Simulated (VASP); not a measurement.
# AlN (Pm) in VASP: further runs

The runs below take AlN through single point, with PBE.

Everything below comes from runs of VASP 6.6.1. Logs are shortened: lines on timing, memory, paths and dates and some standing lists are left out, and cuts for length are marked.

## (1) The cell of the first run

Symmetry: Pm, No. 6, monoclinic system. Conventional cell: a = 3.313 Å, b = 4.187 Å, c = 5.739 Å, α = 90.00°, β = 90.00°, γ = 90.00°. Al (site symmetry m) has 1 N at 1.29 Å within 1.7 Å. Al (site symmetry m) has 5 N at 1.91 to 2.09 Å within 2.5 Å. Within 2.5 Å of Al (site symmetry m) lie 5 N at 1.91 to 2.09 Å and 2 Al at 2.46 Å. Al (site symmetry m) has 5 N at 1.91 to 2.09 Å within 2.5 Å. N (site symmetry m) has 5 Al at 1.91 to 2.19 Å within 2.5 Å. Within 2.5 Å of N (site symmetry m) lie 5 Al at 1.91 to 2.09 Å. Within 1.7 Å of N (site symmetry m) lie 1 Al at 1.29 Å. Within 2.5 Å of N (site symmetry m) lie 5 Al at 1.91 to 2.20 Å.

## (2) Single point, PBE (atom 1 (Al) moved by -0.126 Å along [1 0 0] and +0.630 Å along [1 2 0])

INCAR reads:

```
SYSTEM = AlN
PREC = Accurate
ENCUT = 520
EDIFF = 1E-6
ISMEAR = 0
SIGMA = 0.05
LREAL = .False.
LASPH = .True.
NELM = 100
ALGO = Normal
ISIF = 2
LWAVE = .False.
LCHARG = .False.
GGA = PE
NBANDS = 26
```

KPOINTS reads:

```
Automatic mesh
0
Gamma
  8 6 4
  0 0 0
```

POSCAR reads:

```
AlN
1.0
   -1.6567491617      2.8695737234      0.0000000000
    0.0000000000      0.0000000000      4.1874629526
    4.9702474850      2.8695737234      0.0000000000
Al N
4 4
Direct
    0.6836717406      0.7500000000      0.2025397299
    0.0000000000      0.7500000000      0.6666666667
    0.0000000000      0.2500000000      0.3333333333
    0.5000000000      0.2500000000      0.8333333333
    0.5000000000      0.2500000000      0.1666666667
    0.0000000000      0.2500000000      0.6666666667
    0.0000000000      0.7500000000      0.3333333333
    0.5000000000      0.7500000000      0.8333333333
```

Potentials or basis: VASP PAW PBE potentials, release 64 (Al, N).

Command:

```console
$ cat potpaw_PBE.64/Al/POTCAR potpaw_PBE.64/N/POTCAR > POTCAR
$ mpirun -np 1 vasp_std > vasp.out
```

OUTCAR:

```text
SYSTEM = AlN
   PREC = Accurate
   ENCUT = 520
   EDIFF = 1E-6
   ISMEAR = 0
   LREAL = .False.
   LASPH = .True.
   NELM = 100
   ISIF = 2
   GGA = PE

 ion  position               nearest neighbor table
   1  0.684  0.750  0.203-   7 1.29   5 2.19   5 2.19   8 2.20   7 2.39   3 2.46   3 2.46   2 2.86
                             4 3.04   4 3.04   3 3.17   3 3.17   2 3.25
   2  0.000  0.750  0.667-   8 1.91   8 1.91   7 1.91   6 2.09   6 2.09   4 2.84   4 2.84   4 2.84
                             4 2.84   3 2.84   3 2.84   1 2.86   1 3.25
   3  0.000  0.250  0.333-   5 1.91   5 1.91   6 1.91   7 2.09   7 2.09   1 2.46   1 2.46   2 2.84
                             2 2.84   1 3.17   1 3.17   4 3.31   4 3.31   4 3.31   4 3.31
   4  0.500  0.250  0.833-   6 1.91   6 1.91   5 1.91   8 2.09   8 2.09   2 2.84   2 2.84   2 2.84
                             2 2.84   1 3.04   1 3.04   3 3.31   3 3.31   3 3.31   3 3.31
   5  0.500  0.250  0.167-   3 1.91   3 1.91   4 1.91   1 2.19   1 2.19
   6  0.000  0.250  0.667-   4 1.91   4 1.91   3 1.91   2 2.09   2 2.09
   7  0.000  0.750  0.333-   1 1.29   2 1.91   3 2.09   3 2.09   1 2.39
   8  0.500  0.750  0.833-   2 1.91   2 1.91   4 2.09   4 2.09   1 2.20

  LATTYP: Found a simple orthorhombic cell.
 ALAT       =     3.3134983233
 B/A-ratio  =     1.2637588868
 C/A-ratio  =     1.7320508076

  Lattice vectors:

 A1 = (  -1.6567491617,   2.8695737234,   0.0000000000)
 A2 = (   0.0000000000,   0.0000000000,   4.1874629526)
 A3 = (   4.9702474850,   2.8695737234,   0.0000000000)

Analysis of symmetry for initial positions (statically):
=====================================================================
 Subroutine PRICEL returns:
 Original cell was already a primitive cell.

 Routine SETGRP: Setting up the symmetry group for a
 simple orthorhombic supercell.

 Subroutine GETGRP returns: Found  2 space group operations
 (whereof  1 operations were pure point group operations)
 out of a pool of  8 trial point group operations.

The static configuration has the point symmetry C_1 .
 The point group associated with its full space group is C_1h.

Analysis of symmetry for dynamics (positions and initial velocities):
=====================================================================
 Subroutine PRICEL returns:
 Original cell was already a primitive cell.

 Routine SETGRP: Setting up the symmetry group for a
 simple orthorhombic supercell.

 Subroutine GETGRP returns: Found  2 space group operations
 (whereof  1 operations were pure point group operations)
 out of a pool of  8 trial point group operations.

The dynamic configuration has the point symmetry C_1 .
 The point group associated with its full space group is C_1h.

 Subroutine INISYM returns: Found  2 space group operations
 (whereof  1 operations are pure point group operations),
 and found     1 'primitive' translations

----------------------------------------------------------------------------------------

                                     Primitive cell

  volume of cell :      79.6315

  direct lattice vectors                    reciprocal lattice vectors
    -1.656749162  2.869573723  0.000000000    -0.150897919  0.261362862  0.000000000
     0.000000000  0.000000000  4.187462953     0.000000000  0.000000000  0.238808083
     4.970247485  2.869573723  0.000000000     0.150897919  0.087120954  0.000000000

  length of vectors
     3.313498323  4.187462953  5.739147447     0.301795837  0.238808083  0.174241908

  position of ions in fractional coordinates (direct lattice)
     0.683671741  0.750000000  0.202539730
     0.000000000  0.750000000  0.666666667
     0.000000000  0.250000000  0.333333333
     0.500000000  0.250000000  0.833333333
     0.500000000  0.250000000  0.166666667
     0.000000000  0.250000000  0.666666667
     0.000000000  0.750000000  0.333333333
     0.500000000  0.750000000  0.833333333

  ion indices of the primitive-cell ions
   primitive index   ion index
                 1           1
                 2           2
                 3           3
                 4           4
                 5           5
                 6           6
                 7           7
                 8           8

----------------------------------------------------------------------------------------

 KPOINTS: Automatic mesh

Automatic generation of k-mesh.
 Grid dimensions read from file:
 generate k-points for:    8    6    4

 Generating k-lattice:

  Cartesian coordinates                     Fractional coordinates (reciprocal lattice)
    -0.018862240  0.032670358  0.000000000     0.125000000  0.000000000  0.000000000
     0.000000000  0.000000000  0.039801347     0.000000000  0.166666667  0.000000000
     0.037724480  0.021780238  0.000000000     0.000000000  0.000000000  0.250000000

  Length of vectors
     0.037724480  0.039801347  0.043560477

  Shift w.r.t. Gamma in fractional coordinates (k-lattice)
     0.000000000  0.000000000  0.000000000

 Subroutine IBZKPT returns following result:
 ===========================================

 Found     72 irreducible k-points:

 Following reciprocal coordinates:
            Coordinates               Weight
  0.000000  0.000000  0.000000      1.000000
  0.125000  0.000000 -0.000000      2.000000
  0.250000  0.000000 -0.000000      2.000000
  0.375000  0.000000 -0.000000      2.000000
  0.500000  0.000000 -0.000000      1.000000
  0.000000  0.166667  0.000000      2.000000
[... 16 lines left out ...]
  0.125000  0.000000 -0.250000      2.000000
  0.250000  0.000000  0.250000      2.000000
 [... further k-points ...]
   k-points           NKPTS =     72   k-points in BZ     NKDIM =     72   number of bands    NBANDS=     26
   number of dos      NEDOS =    301   number of ions     NIONS =      8
   total plane-waves  NPLWV =  43008
   dimension x,y,z NGX =    28 NGY =   32 NGZ =   48
   dimension x,y,z NGXF=    56 NGYF=   64 NGZF=   96
   ions per type =               4   4
   NGX,Y,Z   is equivalent  to a cutoff of  14.05, 12.70, 13.90 a.u.
   NGXF,Y,Z  is equivalent  to a cutoff of  28.10, 25.41, 27.81 a.u.
 SYSTEM =  AlN
   PREC   = accura    normal or accurate (medium, high low for compatibility)
   ISTART =      0    job   : 0-new  1-cont  2-samecut
   ICHARG =      2    charge: 1-file 2-atom 10-const
   ISPIN  =      1    spin polarized calculation?
   LNONCOLLINEAR =      F non collinear calculations
   LSORBIT =      F    spin-orbit coupling
   LASPH  =      T    aspherical Exc in radial PAW
   ENCUT  =  520.0 eV  38.22 Ry    6.18 a.u.   6.16  7.79 10.67*2*pi/ulx,y,z
   NELM   =    100;   NELMIN=  2; NELMDL= -5     # of ELM steps
   EDIFF  = 0.1E-05   stopping-criterion for ELM
   LREAL  =      F    real-space projection
   EDIFFG = 0.1E-04   stopping-criterion for IOM
   NSW    =      0    number of steps for IOM
   IBRION =     -1    ionic relax: 0-MD 1-quasi-New 2-CG
   NFREE  =      0    steps in history (QN), initial steepest desc. (CG)
   ISIF   =      2    stress and relaxation
   ISYM   =      2    0-nonsym 1-usesym 2-fastsym
   POTIM  = 0.5000    time-step for ionic-motion
   TEBEG  =    0.0;   TEEND  =   0.0 temperature during run
   PSTRESS=    0.0 pullay stress
   NELECT =      32.0000    total number of electrons
   NUPDOWN=      -1.0000    fix difference up-down
   EMIN   =  10.00;   EMAX   =-10.00  energy-range for DOS
   EFERMI =   0.00;   METHOD = LEGACY
   ISMEAR =     0;   SIGMA  =   0.05  broadening in eV -4-tet -1-fermi 0-gaus
   EFERMI_NEDOS =   21; number of points for ismear=-14 and -15
   IALGO  =     38    algorithm
   IMIX   =      4    mixing-type and parameters
     AMIX     =   0.40;   BMIX     =  1.00
     AMIX_MAG =   1.60;   BMIX_MAG =  1.00
  volume/ion in A,a.u.               =       9.95        67.17
  Fermi-wavevector in a.u.,A,eV,Ry     =   1.208082  2.282944 19.857191  1.459462
  Thomas-Fermi vector in A             =   2.343701
   LORBIT       =      0    0 simple, 1 ext, 2 COOP (PROOUT), +10 PAW based schemes
   GGA     = PE    functional components
   LHFCALC =     F    Hartree Fock is set to
   AEXX    =    0.0000 exact exchange contribution
   IVDW    =     0    specifies the selected vdW correction
   LEPSILON=     F    determine dielectric tensor
   LRPA    =     F    only Hartree local field effects (RPA)
 non-spin polarized calculation
 Gauss-broadening in eV      SIGMA  =   0.05
  energy-cutoff  :      520.00
  volume of cell :       79.63
 maximum number of plane-waves:      2174
 NGX is ok and might be reduce to    28
   NGX = 13   NGY = 15   NGZ = 21

 number of electron      31.9999993 magnetization

 Free energy of the ion-electron system (eV)
  ---------------------------------------------------
  ext. energy  EPLUGINS =         0.00000000
  ---------------------------------------------------
  free energy    TOTEN  =       -50.12926948 eV

  energy without entropy =      -50.12926948  energy(sigma->0) =      -50.12926948

 E-fermi :   8.0212     XC(G=0): -11.1234

 val. band max:        7.7384263762   @ k =   0.0000   0.0000   0.0000
 cond. band min:      10.6802855597   @ k =   0.0000   0.0000   0.0000
 fundamental gap:      2.9418591835
 Fermi energy:         8.0212384534

 k-point     1 :       0.0000    0.0000    0.0000
  band No.  band energies     occupation
      1      -9.0149      2.00000
      2      -7.1262      2.00000
      3      -6.0381      2.00000
      4      -5.0816      2.00000
      5       0.7881      2.00000
      6       1.2984      2.00000
[... 18 lines left out ...]
     25      17.2755      0.00000
     26      18.6688      0.00000

 k-point     2 :       0.1250    0.0000   -0.0000
  band No.  band energies     occupation
      1      -8.8919      2.00000
      2      -7.0277      2.00000
      3      -6.0623      2.00000
      4      -5.0862      2.00000
      5       0.9179      2.00000
      6       1.2971      2.00000
[... 18 lines left out ...]
     25      17.8517      0.00000
[... 608 lines left out ...]
     25      17.4288      0.00000
     26      18.0702      0.00000

 k-point    24 :       0.2500    0.0000    0.2500
  band No.  band energies     occupation
      1      -8.4184      2.00000
      2      -7.1492      2.00000
      3      -5.9418      2.00000
      4      -5.1109      2.00000
      5       1.4151      2.00000
      6       1.5321      2.00000
[... 18 lines left out ...]
     25      17.6844      0.00000
     26      17.8703      0.00000

 [... further k-points ...]

------------------------ aborting loop because EDIFF is reached ----------------------------------------

  FORCE on cell =-STRESS in cart. coord.  units (eV):
  Direction    XX          YY          ZZ          XY          YZ          ZX
  --------------------------------------------------------------------------------------
  -------------------------------------------------------------------------------------
  Total       -1.5158304     47.6338323      0.9766170      5.1611732      0.0000000      0.0000000
  in kB      -30.4983318    958.3871686     19.6494212    103.8422052      0.0000000      0.0000000
  external PRESSURE =     315.8460860 kB  Pullay stress =       0.0000000 kB

 VOLUME and BASIS-vectors are now :
 -----------------------------------------------------------------------------
  energy-cutoff  :      520.00
  volume of cell :       79.63
      direct lattice vectors                 reciprocal lattice vectors
    -1.656749162  2.869573723  0.000000000    -0.150897919  0.261362862  0.000000000
     0.000000000  0.000000000  4.187462953     0.000000000  0.000000000  0.238808083
     4.970247485  2.869573723  0.000000000     0.150897919  0.087120954  0.000000000

 POSITION                                       TOTAL-FORCE (eV/Angst)
 -----------------------------------------------------------------------------------
     -0.12600      2.54305      3.14060        -4.144601    -43.499400      0.000000
      3.31350      1.91305      3.14060         0.423247      0.649023      0.000000
      1.65675      0.95652      1.04687        -0.170751      1.637412      0.000000
      3.31350      3.82610      1.04687         0.318912     -0.020707      0.000000
      0.00000      1.91305      1.04687         0.102670      1.564550      0.000000
      3.31350      1.91305      1.04687        -0.499750     -0.284790      0.000000
      1.65675      0.95652      3.14060         3.860602     38.951118      0.000000
      3.31350      3.82610      3.14060         0.109670      1.002793      0.000000
 -----------------------------------------------------------------------------------
    total drift:                               -0.000023     -0.000015      0.000000

  FREE ENERGIE OF THE ION-ELECTRON SYSTEM (eV)
  ---------------------------------------------------
  free  energy   TOTEN  =       -50.1292694797 eV

  energy  without entropy=      -50.1292694797  energy(sigma->0) =      -50.12926948
```

Run time: 3 min. Hardware: 1 thread of Intel Xeon Platinum 8259CL at 2.50GHz (Skylake/Cascade Lake), shared host; peak memory 0.25 GiB.

What came out:

```yaml
Free_energy: -50.1293 eV
Pressure: 31.6 GPa
Largest_force: 43.696 eV/Å
Band_gap_on_the_k_mesh: 2.94 eV, direct
```

Forces in eV/Å, atoms in the order of the input:
```
Al   -4.145 -43.499   0.000
Al    0.423   0.649   0.000
Al   -0.171   1.637   0.000
Al    0.319  -0.021   0.000
N     0.103   1.565   0.000
N    -0.500  -0.285   0.000
N     3.861  38.951   0.000
N     0.110   1.003   0.000
```

Stress tensor (GPa, compression positive):
```
-3.05 10.38  0.00
10.38 95.84  0.00
 0.00  0.00  1.96
```

Caveat: the cell differs from its parent crystal (atom 1 (Al) moved by -0.126 Å along [1 0 0] and +0.630 Å along [1 2 0]); forces of over 1 eV/Å act on the atoms, so gaps and moduli don't describe the material at rest.

[end of part 1 of 2]
